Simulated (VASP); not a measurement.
# NaH (P4/mmm) in VASP: a series of runs

The runs below take NaH through single point, with PBE.

Everything below comes from runs of VASP 6.6.1. Logs are shortened: lines on timing, memory, paths and dates and some standing lists are left out, and cuts for length are marked.

**1. The cell of the first run**

Symmetry: P4/mmm, No. 123, tetragonal system. Conventional cell: a = 2.955 Å, b = 2.955 Å, c = 3.029 Å, α = 90.00°, β = 90.00°, γ = 90.00°. Na (site symmetry 4/mmm) has 8 H at 2.58 Å and 6 Na at 2.96 to 3.03 Å within 3.4 Å. H (site symmetry 4/mmm) has 8 Na at 2.58 Å and 6 H at 2.96 to 3.03 Å within 3.4 Å.

**2. Single point, PBE (strain +0.000 along x and y, +0.025 along z)**

Contents of INCAR:

```
SYSTEM = NaH
PREC = Accurate ; ENCUT = 520
EDIFF = 1E-7 ; ISMEAR = 0
SIGMA = 0.05 ; LREAL = .FALSE.
LASPH = .TRUE. ; NELM = 100
ALGO = Normal ; ISIF = 2
LWAVE = .FALSE. ; LCHARG = .FALSE.
GGA = PE ; NBANDS = 11
```

Contents of KPOINTS:

```
Automatic mesh
0
G
  10 10 10
  0 0 0
```

Contents of POSCAR:

```
NaH
1.0
    2.9551240000      0.0000000000      0.0000000000
    0.0000000000      2.9551240000      0.0000000000
    0.0000000000      0.0000000000      3.0290021000
Na H
1 1
Direct
    0.0000000000      0.0000000000      0.0000000000
    0.5000000000      0.5000000000      0.5000000000
```

Potentials or basis: VASP PAW PBE potentials, release 64 (Na_pv, H).

The run is started by

```bash
cat potpaw_PBE.64/Na_pv/POTCAR potpaw_PBE.64/H/POTCAR > POTCAR
mpirun -np 1 vasp_std > vasp.out
```

OUTCAR:

```text
SYSTEM = NaH
   PREC = Accurate
   ENCUT = 520
   EDIFF = 1E-7
   ISMEAR = 0
   LREAL = .FALSE.
   LASPH = .TRUE.
   NELM = 100
   ISIF = 2
   GGA = PE

 ion  position               nearest neighbor table
   1  0.000  0.000  0.000-
   2  0.500  0.500  0.500-

  LATTYP: Found a simple tetragonal cell.
 ALAT       =     2.9551240000
 C/A-ratio  =     1.0250000000

  Lattice vectors:

 A1 = (   2.9551240000,   0.0000000000,   0.0000000000)
 A2 = (   0.0000000000,   2.9551240000,   0.0000000000)
 A3 = (   0.0000000000,   0.0000000000,   3.0290021000)

Analysis of symmetry for initial positions (statically):
=====================================================================
 Subroutine PRICEL returns:
 Original cell was already a primitive cell.

 Routine SETGRP: Setting up the symmetry group for a
 simple tetragonal supercell.

 Subroutine GETGRP returns: Found 16 space group operations
 (whereof 16 operations were pure point group operations)
 out of a pool of 16 trial point group operations.

The static configuration has the point symmetry D_4h.

Analysis of symmetry for dynamics (positions and initial velocities):
=====================================================================
 Subroutine PRICEL returns:
 Original cell was already a primitive cell.

 Routine SETGRP: Setting up the symmetry group for a
 simple tetragonal supercell.

 Subroutine GETGRP returns: Found 16 space group operations
 (whereof 16 operations were pure point group operations)
 out of a pool of 16 trial point group operations.

The dynamic configuration has the point symmetry D_4h.

 Subroutine INISYM returns: Found 16 space group operations
 (whereof 16 operations are pure point group operations),
 and found     1 'primitive' translations

----------------------------------------------------------------------------------------

                                     Primitive cell

  volume of cell :      26.4515

  direct lattice vectors                    reciprocal lattice vectors
     2.955124000  0.000000000  0.000000000     0.338395275  0.000000000  0.000000000
     0.000000000  2.955124000  0.000000000     0.000000000  0.338395275  0.000000000
     0.000000000  0.000000000  3.029002100     0.000000000  0.000000000  0.330141732

  length of vectors
     2.955124000  2.955124000  3.029002100     0.338395275  0.338395275  0.330141732

  position of ions in fractional coordinates (direct lattice)
     0.000000000  0.000000000  0.000000000
     0.500000000  0.500000000  0.500000000

  ion indices of the primitive-cell ions
   primitive index   ion index
                 1           1
                 2           2
[... 83 lines left out ...]
   NELECT =       8.0000    total number of electrons
   NUPDOWN=      -1.0000    fix difference up-down
   EMIN   =  10.00;   EMAX   =-10.00  energy-range for DOS
   EFERMI =   0.00;   METHOD = LEGACY
   ISMEAR =     0;   SIGMA  =   0.05  broadening in eV -4-tet -1-fermi 0-gaus
   EFERMI_NEDOS =   21; number of points for ismear=-14 and -15
   IALGO  =     38    algorithm
   IMIX   =      4    mixing-type and parameters
     AMIX     =   0.40;   BMIX     =  1.00
     AMIX_MAG =   1.60;   BMIX_MAG =  1.00
  volume/ion in A,a.u.               =      13.23        89.25
  Fermi-wavevector in a.u.,A,eV,Ry     =   1.098891  2.076602 16.429862  1.207561
  Thomas-Fermi vector in A             =   2.235276
   LORBIT       =      0    0 simple, 1 ext, 2 COOP (PROOUT), +10 PAW based schemes
   GGA     = PE    functional components
   LHFCALC =     F    Hartree Fock is set to
   AEXX    =    0.0000 exact exchange contribution
   IVDW    =     0    specifies the selected vdW correction
   LEPSILON=     F    determine dielectric tensor
   LRPA    =     F    only Hartree local field effects (RPA)
 non-spin polarized calculation
 Gauss-broadening in eV      SIGMA  =   0.05
  energy-cutoff  :      520.00
  volume of cell :       26.45
 maximum number of plane-waves:       739
 NGX is ok and might be reduce to    24
   NGX = 11   NGY = 11   NGZ = 11

 number of electron       7.9999998 magnetization

 Free energy of the ion-electron system (eV)
  ---------------------------------------------------
  ext. energy  EPLUGINS =         0.00000000
  ---------------------------------------------------
  free energy    TOTEN  =        -4.76860196 eV

  energy without entropy =       -4.76860196  energy(sigma->0) =       -4.76860196

 E-fermi :   1.3769     XC(G=0):  -8.0740

 val. band max:        1.1757215374   @ k =   0.5000   0.5000   0.5000
 cond. band min:       2.0477826913   @ k =   0.0000   0.0000   0.5000
 fundamental gap:      0.8720611539
 Fermi energy:         1.3768651721

 k-point     1 :       0.0000    0.0000    0.0000
  band No.  band energies     occupation
      1     -23.3819      2.00000
      2     -23.3802      2.00000
      3     -23.3802      2.00000
      4      -4.6282      2.00000
      5       9.5800      0.00000
      6      11.8738      0.00000
      7      12.2541      0.00000
      8      12.9637      0.00000
      9      13.7734      0.00000
     10      13.7734      0.00000
     11      26.2863      0.00000
[... 309 lines left out ...]
 k-point    24 :       0.2000    0.0000    0.1000
  band No.  band energies     occupation
      1     -23.4399      2.00000
      2     -23.3897      2.00000
      3     -23.3737      2.00000
      4      -3.8749      2.00000
      5       6.8616      0.00000
      6       9.4694      0.00000
      7      12.2359      0.00000
      8      14.3704      0.00000
      9      15.5947      0.00000
     10      19.3907      0.00000
     11      20.4130      0.00000

 [... further k-points ...]

------------------------ aborting loop because EDIFF is reached ----------------------------------------

  FORCE on cell =-STRESS in cart. coord.  units (eV):
  Direction    XX          YY          ZZ          XY          YZ          ZX
  --------------------------------------------------------------------------------------
  -------------------------------------------------------------------------------------
  Total        0.0830416      0.0830416     -0.3636903      0.0000000      0.0000000      0.0000000
  in kB        5.0298541      5.0298541    -22.0288260      0.0000000      0.0000000      0.0000000
  external PRESSURE =      -3.9897059 kB  Pullay stress =       0.0000000 kB

 VOLUME and BASIS-vectors are now :
 -----------------------------------------------------------------------------
  energy-cutoff  :      520.00
  volume of cell :       26.45
      direct lattice vectors                 reciprocal lattice vectors
     2.955124000  0.000000000  0.000000000     0.338395275  0.000000000  0.000000000
     0.000000000  2.955124000  0.000000000     0.000000000  0.338395275  0.000000000
     0.000000000  0.000000000  3.029002100     0.000000000  0.000000000  0.330141732

 POSITION                                       TOTAL-FORCE (eV/Angst)
 -----------------------------------------------------------------------------------
      0.00000      0.00000      0.00000         0.000000      0.000000      0.000000
      1.47756      1.47756      1.51450         0.000000      0.000000      0.000000
 -----------------------------------------------------------------------------------
    total drift:                                0.000000      0.000000      0.000000

  FREE ENERGIE OF THE ION-ELECTRON SYSTEM (eV)
  ---------------------------------------------------
  free  energy   TOTEN  =        -4.7686019580 eV

  energy  without entropy=       -4.7686019580  energy(sigma->0) =       -4.76860196
```

Wall time 16 s (1 thread of Intel Xeon Platinum 8259CL at 2.50GHz (Skylake/Cascade Lake), shared host); peak memory 0.15 GiB.

What came out:

```
Free energy            : -4.7686 eV
Pressure               : -0.4 GPa
Band gap on the k mesh : 0.87 eV, indirect (least direct gap 4.31 eV)
```

Caveat: the cell differs from its parent crystal (strain +0.000 along x and y, +0.025 along z).

**3. Single point, PBE (strain +0.025 along x and y, -0.025 along z)**

Contents of INCAR:

```
SYSTEM = NaH
PREC     = Accurate       ! precision mode
ENCUT    = 520            ! plane-wave cutoff, eV
EDIFF    = 1E-6           ! SCF threshold, eV
ISMEAR   = 0              ! smearing method
SIGMA    = 0.05           ! smearing width, eV
LREAL    = .False.        ! projectors in reciprocal space
LASPH    = .True.         ! aspherical terms in the spheres
NELM     = 100            ! most SCF steps
ALGO     = Normal         ! electronic algorithm
ISIF     = 2              ! what is computed and relaxed
LWAVE    = .False.        ! write WAVECAR
LCHARG   = .False.        ! write CHGCAR
GGA      = PE             ! functional
NBANDS   = 11             ! bands
```

Contents of KPOINTS:

```
Automatic mesh
0
Gamma
  10 10 10
  0 0 0
```

Contents of POSCAR:

```
NaH
1.0
    3.0290021000      0.0000000000      0.0000000000
    0.0000000000      3.0290021000      0.0000000000
    0.0000000000      0.0000000000      2.8812459000
Na H
1 1
Direct
    0.0000000000      0.0000000000      0.0000000000
    0.5000000000      0.5000000000      0.5000000000
```

Potentials or basis: VASP PAW PBE potentials, release 64 (Na_pv, H).

The run is started by

```bash
cat potpaw_PBE.64/Na_pv/POTCAR potpaw_PBE.64/H/POTCAR > POTCAR
mpirun -np 1 vasp_std > vasp.out
```

Wall time 14 s (1 thread of Intel Xeon Platinum 8259CL at 2.50GHz (Skylake/Cascade Lake), shared host); peak memory 0.15 GiB.

The run converged. Its results:

```yaml
Free_energy: -4.7573 eV
Pressure: -0.4 GPa
Band_gap_on_the_k_mesh: 0.86 eV, indirect (least direct gap 4.31 eV)
```

Stress tensor (GPa, compression positive):
```
-2.20  0.00  0.00
 0.00 -2.20  0.00
 0.00  0.00  3.28
```

Levels at points of the mesh, in eV from the valence-band top:
```
           k point  band 2  band 3  band 4  band 5  band 6  band 7
(0.00, 0.00, 0.00)  -24.58  -24.58   -5.82    8.31   10.42   11.44
(0.50, 0.00, 0.00)  -24.57  -24.57   -3.45    0.86   10.72   13.77
(0.50, 0.50, 0.00)  -24.70  -24.56   -1.88    3.95    3.95    6.38
(0.00, 0.00, 0.50)  -24.56  -24.56   -3.13    1.33   10.43   13.99
(0.50, 0.00, 0.50)  -24.69  -24.55   -1.59    4.31    4.42    6.84
(0.50, 0.50, 0.50)  -24.67  -24.67    0.00    6.80    6.80    6.99
```

Caveat: the cell differs from its parent crystal (strain +0.025 along x and y, -0.025 along z).

**4. Single point, PBE (strain +0.000 along x and y, +0.050 along z)**

Contents of INCAR:

```
ALGO     = Normal         # electronic algorithm
EDIFF    = 1E-6           # SCF threshold, eV
ENCUT    = 520            # plane-wave cutoff, eV
GGA      = PE             # functional
ISIF     = 2              # what is computed and relaxed
ISMEAR   = 0              # smearing method
LASPH    = True           # aspherical terms in the spheres
LCHARG   = True           # write CHGCAR
LELF     = True           # ELF
LREAL    = False          # projectors in reciprocal space
LVHAR    = True         
LWAVE    = False          # write WAVECAR
NBANDS   = 11             # bands
NELM     = 80             # most SCF steps
PREC     = Accurate       # precision mode
SIGMA    = 0.05           # smearing width, eV
```

Contents of KPOINTS:

```
k-points
0
Gamma
  10 10 10
```

Contents of POSCAR:

```
NaH
1.0
    2.9551240000      0.0000000000      0.0000000000
    0.0000000000      2.9551240000      0.0000000000
    0.0000000000      0.0000000000      3.1028802000
Na H
1 1
Direct
    0.0000000000      0.0000000000      0.0000000000
    0.5000000000      0.5000000000      0.5000000000
```

The run is started by

```bash
cat potpaw_PBE.64/Na_pv/POTCAR potpaw_PBE.64/H/POTCAR > POTCAR
mpirun -np 1 vasp_std > vasp.out
```

It took 17 s on 1 thread of Intel Xeon Platinum 8259CL at 2.50GHz (Skylake/Cascade Lake), shared host; peak memory 0.15 GiB.

Results (log left out):

```
Free energy            : -4.7556 eV
Pressure               : -0.9 GPa
Band gap on the k mesh : 0.71 eV, indirect (least direct gap 4.18 eV)
```

Stress tensor (GPa, compression positive):
```
 0.84  0.00  0.00
 0.00  0.84  0.00
 0.00  0.00 -4.36
```

Levels at points of the mesh, in eV from the valence-band top:
```csv
k point,band 1,band 2,band 3,band 4,band 5,band 6,band 7,band 8
"(0.00, 0.00, 0.00)",-24.58,-24.58,-24.58,-5.70,8.08,10.52,11.12,11.17
"(0.50, 0.00, 0.00)",-24.75,-24.56,-24.56,-3.18,1.17,10.27,13.30,13.82
"(0.50, 0.50, 0.00)",-24.72,-24.72,-24.54,-1.47,4.45,4.45,6.87,13.56
"(0.00, 0.00, 0.50)",-24.69,-24.57,-24.57,-3.47,0.71,10.76,13.95,14.57
"(0.50, 0.00, 0.50)",-24.73,-24.67,-24.55,-1.73,4.00,4.13,6.42,14.65
"(0.50, 0.50, 0.50)",-24.70,-24.70,-24.64,0.00,6.69,6.90,6.90,8.80
```

Caveat: the cell differs from its parent crystal (strain +0.000 along x and y, +0.050 along z). A k mesh can miss the band edges.

**5. Single point, PBE (strain +0.025 along x and y, +0.000 along z)**

Contents of INCAR:

```
SYSTEM = NaH
  PREC = Accurate
  ENCUT = 520
  EDIFF = 1E-6
  ISMEAR = 0
  SIGMA = 0.05
  LREAL = .FALSE.
  LASPH = .TRUE.
  NELM = 80
  ALGO = Normal
  ISIF = 2
  LWAVE = .FALSE.
  LCHARG = .FALSE.
  GGA = PE
  NBANDS = 11
```

Contents of KPOINTS:

```
Automatic mesh
0
G
  10 10 10
  0 0 0
```

Contents of POSCAR:

```
NaH
1.0
    3.0290021000      0.0000000000      0.0000000000
    0.0000000000      3.0290021000      0.0000000000
    0.0000000000      0.0000000000      2.9551240000
Na H
1 1
Direct
    0.0000000000      0.0000000000      0.0000000000
    0.5000000000      0.5000000000      0.5000000000
```

Potentials or basis: VASP PAW PBE potentials, release 64 (Na_pv, H).

The run is started by

```bash
cat potpaw_PBE.64/Na_pv/POTCAR potpaw_PBE.64/H/POTCAR > POTCAR
mpirun -np 1 vasp_std > vasp.out
```

OUTCAR:

```text
SYSTEM = NaH
   PREC = Accurate
   ENCUT = 520
   EDIFF = 1E-6
   ISMEAR = 0
   LREAL = .FALSE.
   LASPH = .TRUE.
   NELM = 80
   ISIF = 2
   GGA = PE

 ion  position               nearest neighbor table
   1  0.000  0.000  0.000-
   2  0.500  0.500  0.500-

  LATTYP: Found a simple tetragonal cell.
 ALAT       =     3.0290021000
 C/A-ratio  =     0.9756097561

  Lattice vectors:

 A1 = (   3.0290021000,   0.0000000000,   0.0000000000)
 A2 = (   0.0000000000,   3.0290021000,   0.0000000000)
 A3 = (   0.0000000000,   0.0000000000,   2.9551240000)

Analysis of symmetry for initial positions (statically):
=====================================================================
 Subroutine PRICEL returns:
 Original cell was already a primitive cell.

 Routine SETGRP: Setting up the symmetry group for a
 simple tetragonal supercell.

 Subroutine GETGRP returns: Found 16 space group operations
 (whereof 16 operations were pure point group operations)
 out of a pool of 16 trial point group operations.

The static configuration has the point symmetry D_4h.

Analysis of symmetry for dynamics (positions and initial velocities):
[... 170 lines left out ...]
      2     -23.5026      2.00000
      3     -23.5007      2.00000
      4      -4.6376      2.00000
      5       9.2678      0.00000
      6      11.6064      0.00000
      7      12.0676      0.00000
      8      12.9403      0.00000
      9      12.9403      0.00000
     10      13.7503      0.00000
     11      25.5959      0.00000
[... 309 lines left out ...]
 k-point    24 :       0.2000    0.0000    0.1000
  band No.  band energies     occupation
      1     -23.5504      2.00000
      2     -23.5129      2.00000
      3     -23.4968      2.00000
      4      -3.9095      2.00000
      5       6.3917      0.00000
      6       9.8122      0.00000
      7      11.7058      0.00000
      8      13.5309      0.00000
      9      16.2818      0.00000
     10      18.4567      0.00000
     11      20.4294      0.00000

 [... further k-points ...]

------------------------ aborting loop because EDIFF is reached ----------------------------------------

  FORCE on cell =-STRESS in cart. coord.  units (eV):
  Direction    XX          YY          ZZ          XY          YZ          ZX
  --------------------------------------------------------------------------------------
  -------------------------------------------------------------------------------------
  Total       -0.3041123     -0.3041123      0.1376864      0.0000000      0.0000000      0.0000000
  in kB      -17.9708948    -17.9708948      8.1362977      0.0000000      0.0000000      0.0000000
  external PRESSURE =      -9.2684973 kB  Pullay stress =       0.0000000 kB

 VOLUME and BASIS-vectors are now :
 -----------------------------------------------------------------------------
  energy-cutoff  :      520.00
  volume of cell :       27.11
      direct lattice vectors                 reciprocal lattice vectors
     3.029002100  0.000000000  0.000000000     0.330141732  0.000000000  0.000000000
     0.000000000  3.029002100  0.000000000     0.000000000  0.330141732  0.000000000
     0.000000000  0.000000000  2.955124000     0.000000000  0.000000000  0.338395275

 POSITION                                       TOTAL-FORCE (eV/Angst)
 -----------------------------------------------------------------------------------
      0.00000      0.00000      0.00000         0.000000      0.000000      0.000000
      1.51450      1.51450      1.47756         0.000000      0.000000      0.000000
 -----------------------------------------------------------------------------------
    total drift:                                0.000000      0.000000      0.000000

  FREE ENERGIE OF THE ION-ELECTRON SYSTEM (eV)
  ---------------------------------------------------
  free  energy   TOTEN  =        -4.7661535824 eV

  energy  without entropy=       -4.7661535824  energy(sigma->0) =       -4.76615358
```

OSZICAR:

```text
N       E                     dE             d eps       ncg     rms          rms(c)
DAV:   1     0.377368208355E+02    0.37737E+02   -0.45501E+03  2799   0.747E+02
DAV:   2    -0.384822934815E+01   -0.41585E+02   -0.40613E+02  2935   0.201E+02
DAV:   3    -0.521719687431E+01   -0.13690E+01   -0.13673E+01  3316   0.333E+01
DAV:   4    -0.522593854680E+01   -0.87417E-02   -0.87410E-02  3128   0.269E+00
DAV:   5    -0.522601523112E+01   -0.76684E-04   -0.76683E-04  3212   0.255E-01    0.307E+00
DAV:   6    -0.487163879041E+01    0.35438E+00   -0.36178E-01  3155   0.308E+00    0.143E+00
DAV:   7    -0.476356391529E+01    0.10807E+00   -0.38391E-01  3060   0.239E+00    0.384E-01
DAV:   8    -0.476647684357E+01   -0.29129E-02   -0.95784E-03  3027   0.105E+00    0.777E-02
DAV:   9    -0.476617312874E+01    0.30371E-03   -0.19040E-03  3208   0.424E-01    0.276E-02
DAV:  10    -0.476615245479E+01    0.20674E-04   -0.10681E-04  3102   0.576E-02    0.300E-03
DAV:  11    -0.476615349815E+01   -0.10434E-05   -0.17929E-06  3110   0.873E-03    0.210E-03
DAV:  12    -0.476615358236E+01   -0.84211E-07   -0.13192E-07  1954   0.260E-03
   1 F= -.47661536E+01 E0= -.47661536E+01  d E =-.336409E-18
```

stdout:

```text
POSCAR found type information on POSCAR NaH
 POSCAR found :  2 types and       2 ions
 scaLAPACK will be used
 LDA part: xc-table for (Slater+PW92), standard interpolation
 POSCAR, INCAR and KPOINTS ok, starting setup
 FFT: planning ... GRIDC
 FFT: planning ... GRID_SOFT
 FFT: planning ... GRID
 WAVECAR not read
 entering main loop
```

It took 15 s on 1 thread of Intel Xeon Platinum 8259CL at 2.50GHz (Skylake/Cascade Lake), shared host; peak memory 0.15 GiB.

What came out:

| Property | Result |
| --- | --- |
| Free energy | -4.7662 eV |
| Pressure | -0.9 GPa |
| Band gap on the k mesh | 0.95 eV, indirect (least direct gap 4.27 eV) |

Caveat: the cell differs from its parent crystal (strain +0.025 along x and y, +0.000 along z).

**6. Overview**

| cell | gap on the mesh (eV) | pressure (GPa) |
| --- | --- | --- |
| a = 2.955, b = 2.955, c = 3.029 Å, 2 atoms | 0.87 | -0.4 |
| a = 3.029, b = 3.029, c = 2.881 Å, 2 atoms | 0.86 | -0.4 |
| a = 2.955, b = 2.955, c = 3.103 Å, 2 atoms | 0.71 | -0.9 |
| a = 3.029, b = 3.029, c = 2.955 Å, 2 atoms | 0.95 | -0.9 |

Alike in all rows: task single point; level PBE; potentials or basis VASP PAW PBE potentials, release 64 (Na_pv, H); no spin polarisation; k mesh 10 × 10 × 10; cutoff (eV) 520; smearing gaussian 0.05 eV.

Absolute energies hang on the potentials; compare differences alone.
